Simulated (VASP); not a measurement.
Here is a VASP 6.6.1 calculation.

INCAR

```
SYSTEM = CsMo3P
ALGO = Normal
EDIFF = 1E-7
ENCUT = 520
GGA = PE
ISIF = 2
ISMEAR = 0
LASPH = .True.
LCHARG = .True.
LELF = .True.
LREAL = .False.
LVHAR = .True.
LWAVE = .False.
NBANDS = 36
NELM = 80
PREC = Accurate
SIGMA = 0.1
```

Contents of KPOINTS:

```
k-points
0
Gamma
  4 4 4
  0 0 0
```

File POSCAR:

```
CsMo3P
1.0
    4.1286114100      0.0000000000      0.0000000000
    0.0000000000      4.1331090800      0.0000000000
    0.0000000000      0.0000000000      7.3082997700
Cs Mo P
1 3 1
Direct
    0.0000000000      0.5000000000      0.0000000000
    0.5000000000      0.0000000000      0.0000000000
    0.0000000000      0.0000000000      0.3457314600
    0.0000000000      0.0000000000      0.6542685400
    0.0000000000      0.5000000000      0.5000000000
```

Potentials or basis: VASP PAW PBE potentials, release 64 (Cs_sv, Mo_sv, P).

Run with:

```console
$ cat potpaw_PBE.64/Cs_sv/POTCAR potpaw_PBE.64/Mo_sv/POTCAR potpaw_PBE.64/P/POTCAR > POTCAR
$ mpirun -np 1 vasp_std > vasp.out
```

What does it give for the pressure?

-0.1 GPa.

Estimate the largest force.

2.837 eV/Å.

What does it give for the band gap on the k mesh?

Zero (band 28 reaches 6.16 eV, above the bottom of band 29 at 5.26 eV).

Forces in eV/Å, atoms in the order of the input:
```
Cs   0.000  0.000  0.000
Mo   0.000  0.000  0.000
Mo   0.000  0.000 -2.837
Mo   0.000  0.000  2.837
P    0.000  0.000  0.000
```

Caveat: the k points lie up to 0.38 Å⁻¹ apart; spin-orbit coupling is left out, which moves the levels of the heavy elements; forces of over 1 eV/Å act on the atoms, so gaps and moduli don't describe the material at rest.
